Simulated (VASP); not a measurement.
A run of VASP 6.6.1:

File POSCAR:

```
GdO
1.0
    0.0000000000      2.7355303903      2.7355303903
    2.7355303903      0.0000000000      2.7355303903
    2.7355303903      2.7355303903      0.0000000000
Gd O
1 1
Direct
    0.0000000000      0.0000000000      0.0000000000
    0.2500000000      0.2500000000      0.2500000000
```

The input INCAR.step1:

```
SYSTEM = GdO
PREC     = Accurate       ! precision mode
ENCUT    = 520            ! plane-wave cutoff, eV
ISMEAR   = -1             ! smearing method
SIGMA    = 0.05           ! smearing width, eV
LREAL    = .FALSE.        ! projectors in reciprocal space
LASPH    = .TRUE.         ! aspherical terms in the spheres
NELM     = 150            ! most SCF steps
ISPIN    = 2              ! spin polarisation
MAGMOM   = 7 0            ! initial moments
LMAXMIX  = 6              ! l up to which the mixer works
NBANDS   = 23             ! bands
GGA      = PE             ! functional
ALGO     = Normal         ! electronic algorithm
EDIFF    = 1E-4           ! SCF threshold, eV
LWAVE    = .TRUE.         ! write WAVECAR
LCHARG   = .FALSE.        ! write CHGCAR
```

The input INCAR.step2:

```
SYSTEM = GdO
PREC     = Accurate       ! precision mode
ENCUT    = 520            ! plane-wave cutoff, eV
EDIFF    = 1E-7           ! SCF threshold, eV
ISMEAR   = -1             ! smearing method
SIGMA    = 0.05           ! smearing width, eV
LREAL    = .FALSE.        ! projectors in reciprocal space
LASPH    = .TRUE.         ! aspherical terms in the spheres
NELM     = 150            ! most SCF steps
ALGO     = Normal         ! electronic algorithm
ISIF     = 2              ! what is computed and relaxed
LWAVE    = .FALSE.        ! write WAVECAR
LCHARG   = .FALSE.        ! write CHGCAR
ISPIN    = 2              ! spin polarisation
MAGMOM   = 7 0            ! initial moments
LORBIT   = 11             ! projections on sites
LMAXMIX  = 6              ! l up to which the mixer works
METAGGA  = R2SCAN         ! meta-GGA
LMIXTAU  = .TRUE.       
NBANDS   = 23             ! bands
ISTART   = 1
```

Contents of KPOINTS:

```
regular mesh
0
G
  9 9 9
  0 0 0
```

Potentials or basis: VASP PAW PBE potentials, release 64 (Gd, O).

Launch:

```console
$ cat potpaw_PBE.64/Gd/POTCAR potpaw_PBE.64/O/POTCAR > POTCAR
$ cp INCAR.step1 INCAR
$ mpirun -np 1 vasp_std > vasp.out
$ cp INCAR.step2 INCAR
$ mpirun -np 1 vasp_std > vasp.out
```

Hardware: 1 thread of Intel(R) Xeon(R) 6975P-C (Granite Rapids), on a shared host.

Estimate the wall time of this run.

Wall time 3.5 min on 1 thread of Intel(R) Xeon(R) 6975P-C (Granite Rapids) (shared host), peak memory 0.24 GiB. Counts: k points 35.
